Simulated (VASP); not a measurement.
**Pd: relaxation of cell and atoms with PBEsol**

The system is Pd.

```
Pd
1.0
    -1.57228    1.57228    1.57228
     1.57228   -1.57228    1.57228
     1.57228    1.57228   -1.57228
Pd
1
Direct
  0.00000 0.00000 0.00000
```

```
Program                : VASP 6.6.1
Task                   : relaxation of cell and atoms
Functional             : PBEsol
Potentials or basis    : VASP PAW PBE potentials, release 64 (Pd)
Cutoff                 : 500 eV
k mesh                 : 8 × 8 × 8
Occupations            : gaussian, width 0.1 eV
Spin                   : no spin polarisation
Dipole correction      : no
Further INCAR settings : ALGO = Normal; EDIFF = 1e-07; IBRION = 2; EDIFFG = -0.04; NSW = 90; ISIF = 3
```

```yaml
Relaxed_volume: 14.69 Å³/atom
Relaxed_cell: a = 2.672 Å, b = 2.672 Å, c = 2.672 Å, α = 109.47°, β = 109.47°, γ = 109.47°
Space_group_after_relaxing_to_0.05_Å: Im-3m (No. 229)
Energy_gained_by_relaxing: 28.5 meV/atom
Ionic_steps: 3
Pressure_after_relaxing: -0.2 GPa
Band_gap_on_the_k_mesh: zero (band 5 reaches 10.31 eV, above the bottom of band 6 at 8.73 eV)
```

Step by step:
| step | energy change (eV) | largest force (eV/Å) | pressure (GPa) | volume (Å³) |
| --- | --- | --- | --- | --- |
| 1 | 0.0000 | 0.0000 | -9.81 | 15.55 |
| 2 | 0.0407 | 0.0000 | 20.70 | 13.50 |
| 3 | -0.0285 | 0.0000 | -0.25 | 14.69 |

Final structure:
```
CELL_PARAMETERS angstrom
-1.54290 1.54290 1.54290
1.54290 -1.54290 1.54290
1.54290 1.54290 -1.54290
ATOMIC_POSITIONS crystal
Pd 0.00000 0.00000 0.00000
```

Levels at points of the mesh, in eV from the Fermi level:
```tsv
k point	band 2	band 3	band 4	band 5	band 6	band 7	band 8	band 9
(0.00, 0.00, 0.00)	-2.96	-2.96	-2.96	-0.92	-0.92	19.36	19.36	19.36
(0.50, 0.00, 0.00)	-4.19	-1.00	-0.68	0.66	1.33	7.98	15.12	17.86
(0.50, 0.50, 0.50)	-5.28	0.26	0.26	0.26	9.20	9.20	9.20	17.77
```

It took 9.8 s on 1 thread of Intel Xeon 6975P-C, with other jobs on the host, peak memory 0.13 GiB.

Caveat: the PAW data sets were made with another functional, which shifts forces and pressure a little.
